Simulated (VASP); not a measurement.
# RbSi2 (P4/mmm) in VASP: notebook

Runs on RbSi2. Level: PBE+D3(BJ). Tasks: single point, relaxation of cell and atoms.

Program: VASP 6.6.1. These are calculated values, not measurements. Logs are shortened: lines on timing, memory, paths and dates and some standing lists are left out, and cuts for length are marked.

### 1 The cell of the first run

The structure is tetragonal, space group P4/mmm (No. 123). Conventional cell: a = 4.966 Å, b = 4.966 Å, c = 4.455 Å, α = 90.00°, β = 90.00°, γ = 90.00°. Rb (site symmetry 4/mmm) has 8 Si at 3.68 Å and 2 Rb at 4.46 Å within 4.8 Å. Within 2.9 Å of Si (site symmetry 4mm) lie 2 Si at 2.22 to 2.24 Å.

### 2 Single point, PBE+D3(BJ)

Contents of INCAR:

```
SYSTEM = RbSi2
PREC     = Accurate       ! precision mode
ENCUT    = 520            ! plane-wave cutoff, eV
EDIFF    = 1E-7           ! SCF threshold, eV
ISMEAR   = 0              ! smearing method
SIGMA    = 0.1            ! smearing width, eV
LREAL    = .False.        ! projectors in reciprocal space
LASPH    = .True.         ! aspherical terms in the spheres
NELM     = 100            ! most SCF steps
ALGO     = Normal         ! electronic algorithm
ISIF     = 2              ! what is computed and relaxed
LWAVE    = .False.        ! write WAVECAR
LCHARG   = .False.        ! write CHGCAR
GGA      = PE             ! functional
IVDW     = 12             ! dispersion correction
NBANDS   = 16             ! bands
```

Contents of KPOINTS:

```
regular mesh
0
Gamma
  10 10 10
  0 0 0
```

Contents of POSCAR:

```
RbSi2
1.0
    4.9658610281      0.0000000000      0.0000000000
    0.0000000000      4.9658610281      0.0000000000
    0.0000000000      0.0000000000      4.4550650684
Rb Si
1 2
Direct
    0.0000000000      0.0000000000      0.0000000000
    0.5000000000      0.5000000000      0.7509752295
    0.5000000000      0.5000000000      0.2490247705
```

Potentials or basis: VASP PAW PBE potentials, release 64 (Rb_sv, Si).

Started as:

```sh
$ cat potpaw_PBE.64/Rb_sv/POTCAR potpaw_PBE.64/Si/POTCAR > POTCAR
$ mpirun -np 1 vasp_std > vasp.out
```

OUTCAR:

```text
SYSTEM = RbSi2
   PREC = Accurate
   ENCUT = 520
   EDIFF = 1E-7
   ISMEAR = 0
   LREAL = .False.
   LASPH = .True.
   NELM = 100
   ISIF = 2
   GGA = PE
   IVDW = 12
 IVDW          = 12

 ion  position               nearest neighbor table
   1  0.000  0.000  0.000-   2 3.68   3 3.68   2 3.68   3 3.68   2 3.68   3 3.68   2 3.68   3 3.68

   2  0.500  0.500  0.751-   3 2.22   3 2.24   1 3.68   1 3.68   1 3.68   1 3.68
   3  0.500  0.500  0.249-   2 2.22   2 2.24   1 3.68   1 3.68   1 3.68   1 3.68

  LATTYP: Found a simple tetragonal cell.
 ALAT       =     4.9658610281
 C/A-ratio  =     0.8971384908

  Lattice vectors:

 A1 = (   4.9658610281,   0.0000000000,   0.0000000000)
 A2 = (   0.0000000000,   4.9658610281,   0.0000000000)
 A3 = (   0.0000000000,   0.0000000000,   4.4550650684)

Analysis of symmetry for initial positions (statically):
=====================================================================
 Subroutine PRICEL returns:
 Original cell was already a primitive cell.

 Routine SETGRP: Setting up the symmetry group for a
 simple tetragonal supercell.

 Subroutine GETGRP returns: Found 16 space group operations
 (whereof 16 operations were pure point group operations)
 out of a pool of 16 trial point group operations.

The static configuration has the point symmetry D_4h.

Analysis of symmetry for dynamics (positions and initial velocities):
=====================================================================
 Subroutine PRICEL returns:
 Original cell was already a primitive cell.

 Routine SETGRP: Setting up the symmetry group for a
 simple tetragonal supercell.

 Subroutine GETGRP returns: Found 16 space group operations
 (whereof 16 operations were pure point group operations)
 out of a pool of 16 trial point group operations.

The dynamic configuration has the point symmetry D_4h.

 Subroutine INISYM returns: Found 16 space group operations
 (whereof 16 operations are pure point group operations),
 and found     1 'primitive' translations

----------------------------------------------------------------------------------------

                                     Primitive cell

  volume of cell :     109.8609

  direct lattice vectors                    reciprocal lattice vectors
     4.965861028  0.000000000  0.000000000     0.201374947  0.000000000  0.000000000
     0.000000000  4.965861028  0.000000000     0.000000000  0.201374947  0.000000000
     0.000000000  0.000000000  4.455065068     0.000000000  0.000000000  0.224463613

  length of vectors
[... 86 lines left out ...]
   EDIFFG = 0.1E-05   stopping-criterion for IOM
   NSW    =      0    number of steps for IOM
   IBRION =     -1    ionic relax: 0-MD 1-quasi-New 2-CG
   NFREE  =      0    steps in history (QN), initial steepest desc. (CG)
   ISIF   =      2    stress and relaxation
   ISYM   =      2    0-nonsym 1-usesym 2-fastsym
   POTIM  = 0.5000    time-step for ionic-motion
   TEBEG  =    0.0;   TEEND  =   0.0 temperature during run
   PSTRESS=    0.0 pullay stress
   NELECT =      17.0000    total number of electrons
   NUPDOWN=      -1.0000    fix difference up-down
   EMIN   =  10.00;   EMAX   =-10.00  energy-range for DOS
   EFERMI =   0.00;   METHOD = LEGACY
   ISMEAR =     0;   SIGMA  =   0.10  broadening in eV -4-tet -1-fermi 0-gaus
   EFERMI_NEDOS =   21; number of points for ismear=-14 and -15
   IALGO  =     38    algorithm
   IMIX   =      4    mixing-type and parameters
     AMIX     =   0.40;   BMIX     =  1.00
     AMIX_MAG =   1.60;   BMIX_MAG =  1.00
  volume/ion in A,a.u.               =      36.62       247.13
  Fermi-wavevector in a.u.,A,eV,Ry     =   0.878908  1.660895 10.510218  0.772479
  Thomas-Fermi vector in A             =   1.999059
   LORBIT       =      0    0 simple, 1 ext, 2 COOP (PROOUT), +10 PAW based schemes
   GGA     = PE    functional components
   LHFCALC =     F    Hartree Fock is set to
   AEXX    =    0.0000 exact exchange contribution
   IVDW    =    12    specifies the selected vdW correction
   LEPSILON=     F    determine dielectric tensor
   LRPA    =     F    only Hartree local field effects (RPA)
 non-spin polarized calculation
 Gauss-broadening in eV      SIGMA  =   0.10
  energy-cutoff  :      520.00
  volume of cell :      109.86
 maximum number of plane-waves:      2997
 NGX is ok and might be reduce to    40
   NGX = 19   NGY = 19   NGZ = 17

 number of electron      17.0000001 magnetization

 Free energy of the ion-electron system (eV)
  ---------------------------------------------------
  ext. energy  EPLUGINS =         0.00000000
  ---------------------------------------------------
  free energy    TOTEN  =       -10.07069366 eV

  energy without entropy =      -10.06287439  energy(sigma->0) =      -10.06678402

 E-fermi :   1.5037     XC(G=0):  -7.3850

 val. band max:        1.5003301740   @ k =   0.2000   0.1000   0.5000
 cond. band min:       1.5188505365   @ k =   0.1000   0.1000   0.5000
 fundamental gap:      0.0185203625
 Fermi energy:         1.5037364050

 k-point     1 :       0.0000    0.0000    0.0000
  band No.  band energies     occupation
      1     -25.6748      2.00000
      2      -9.7916      2.00000
      3      -9.7548      2.00000
      4      -9.7548      2.00000
      5      -8.2335      2.00000
      6      -2.2035      2.00000
[... 433 lines left out ...]
      3      -9.8043      2.00000
      4      -9.7475      2.00000
      5      -8.0473      2.00000
      6      -2.7748      2.00000
[... 8 lines left out ...]
     15       6.7195      0.00000
     16       8.4506      0.00000

 [... further k-points ...]

------------------------ aborting loop because EDIFF is reached ----------------------------------------

 Edisp (eV)   -0.57136

 E8    (eV) :    -0.2729

  FORCE on cell =-STRESS in cart. coord.  units (eV):
  Direction    XX          YY          ZZ          XY          YZ          ZX
  --------------------------------------------------------------------------------------
  -------------------------------------------------------------------------------------
  Total      -0.01205    -0.01205    -0.01599     0.00000    -0.00000     0.00000
  in kB      -0.17579    -0.17579    -0.23319     0.00000    -0.00000     0.00000
  external pressure =       -0.19 kB  Pullay stress =        0.00 kB

 VOLUME and BASIS-vectors are now :
 -----------------------------------------------------------------------------
  energy-cutoff  :      520.00
  volume of cell :      109.86
      direct lattice vectors                 reciprocal lattice vectors
     4.965861028  0.000000000  0.000000000     0.201374947  0.000000000  0.000000000
     0.000000000  4.965861028  0.000000000     0.000000000  0.201374947  0.000000000
     0.000000000  0.000000000  4.455065068     0.000000000  0.000000000  0.224463613

 POSITION                                       TOTAL-FORCE (eV/Angst)
 -----------------------------------------------------------------------------------
      0.00000      0.00000      0.00000         0.000000      0.000000      0.000000
      2.48293      2.48293      3.34564         0.000000     -0.000000     -0.008636
      2.48293      2.48293      1.10942         0.000000      0.000000      0.008636
 -----------------------------------------------------------------------------------
    total drift:                                0.000000     -0.000000     -0.000000

  FREE ENERGIE OF THE ION-ELECTRON SYSTEM (eV)
  ---------------------------------------------------
  free  energy   TOTEN  =       -10.6420554401 eV

  energy  without entropy=      -10.6342361717  energy(sigma->0) =      -10.63814581
```

OSZICAR:

```text
N       E                     dE             d eps       ncg     rms          rms(c)
DAV:   1     0.611629854262E+02    0.61163E+02   -0.62047E+03  4032   0.842E+02
DAV:   2    -0.597232597845E+01   -0.67135E+02   -0.62833E+02  5280   0.143E+02
DAV:   3    -0.103523162780E+02   -0.43800E+01   -0.43613E+01  6016   0.349E+01
DAV:   4    -0.105072107856E+02   -0.15489E+00   -0.15487E+00  6128   0.579E+00
DAV:   5    -0.105093854396E+02   -0.21747E-02   -0.21746E-02  6072   0.642E-01    0.447E+00
DAV:   6    -0.101645030516E+02    0.34488E+00   -0.26008E-01  5376   0.265E+00    0.266E+00
DAV:   7    -0.100636287029E+02    0.10087E+00   -0.30716E-01  5528   0.254E+00    0.749E-01
DAV:   8    -0.100697657347E+02   -0.61370E-02   -0.48612E-02  5408   0.970E-01    0.230E-01
DAV:   9    -0.100704744730E+02   -0.70874E-03   -0.37871E-03  5112   0.326E-01    0.655E-02
DAV:  10    -0.100705884856E+02   -0.11401E-03   -0.19487E-04  6048   0.693E-02    0.430E-02
DAV:  11    -0.100706889822E+02   -0.10050E-03   -0.14158E-04  4592   0.658E-02    0.581E-03
DAV:  12    -0.100706924237E+02   -0.34415E-05   -0.59882E-06  6176   0.126E-02    0.331E-03
DAV:  13    -0.100706934845E+02   -0.10609E-05   -0.15489E-06  4712   0.736E-03    0.974E-04
DAV:  14    -0.100706935949E+02   -0.11037E-06   -0.70513E-08  5256   0.164E-03    0.685E-04
DAV:  15    -0.100706936592E+02   -0.64293E-07   -0.19189E-08  3832   0.878E-04
   1 F= -.10642055E+02 E0= -.10638146E+02  d E =-.781927E-02
```

Wall time 3 min (1 thread of Intel Xeon Platinum 8375C at 2.90GHz (Ice Lake), shared host); peak memory 0.37 GiB.

Results:

| Item | Value |
| --- | --- |
| Free energy | -10.6421 eV |
| Pressure | 0.0 GPa |
| Largest force | 0.009 eV/Å |
| Dispersion energy per atom | -0.190 eV |

Forces in eV/Å, atoms in the order of the input:
```
Rb   0.000  0.000  0.000
Si   0.000  0.000 -0.009
Si   0.000  0.000  0.009
```

Levels at points of the mesh, in eV from the Fermi level:
```csv
k point,band 6,band 7,band 8,band 9,band 10,band 11,band 12,band 13
"(0.00, 0.00, 0.00)",-3.71,-1.64,-1.46,-1.46,1.53,2.43,4.11,4.11
"(0.50, 0.00, 0.00)",-3.62,-2.78,-1.67,-1.62,3.37,3.40,3.74,4.51
"(0.50, 0.50, 0.00)",-3.61,-2.17,-2.17,-1.43,2.27,3.23,3.23,5.46
"(0.00, 0.00, 0.50)",-7.84,0.06,0.06,0.20,0.20,3.26,3.30,3.54
"(0.50, 0.00, 0.50)",-7.76,-1.12,-0.74,-0.19,0.31,3.18,4.44,4.70
"(0.50, 0.50, 0.50)",-7.72,-0.88,-0.88,-0.44,-0.44,4.59,4.85,5.07
```

Caveat: pairwise dispersion overbinds metals, which lowers pressure and volume.

(Continued in part 2 of 2.)
